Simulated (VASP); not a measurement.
Input of a VASP 6.6.1 run:

Contents of INCAR:

```
ALGO = Normal
EDIFF = 1E-7
ENCUT = 520
GGA = PS
ISIF = 2
ISMEAR = 0
LASPH = True
LCHARG = False
LREAL = False
LWAVE = False
NBANDS = 11
NELM = 60
PREC = Accurate
SIGMA = 0.02
```

The input KPOINTS:

```
k-points
0
Gamma
  12 12 12
```

POSCAR

```
C
1.0
    0.0000000000      1.8562162220      1.8562162220
    1.8562162220      0.0000000000      1.8562162220
    1.8562162220      1.8562162220      0.0000000000
C
2
Direct
    0.5000000000      0.5000000000      0.5000000000
    0.7500000000      0.7500000000      0.7500000000
```

Potentials or basis: VASP PAW PBE potentials, release 64 (C).

Command:

```console
$ cat potpaw_PBE.64/C/POTCAR > POTCAR
$ mpirun -np 1 vasp_std > vasp.out
```

Estimate the band gap on the k mesh.

3.77 eV, indirect (least direct gap 5.21 eV).

What does it give for the pressure?

-45.6 GPa.

Caveat: the cell differs from its parent crystal (strained); the PAW data sets were made with another functional, which shifts forces and pressure a little. A k mesh can miss the band edges.
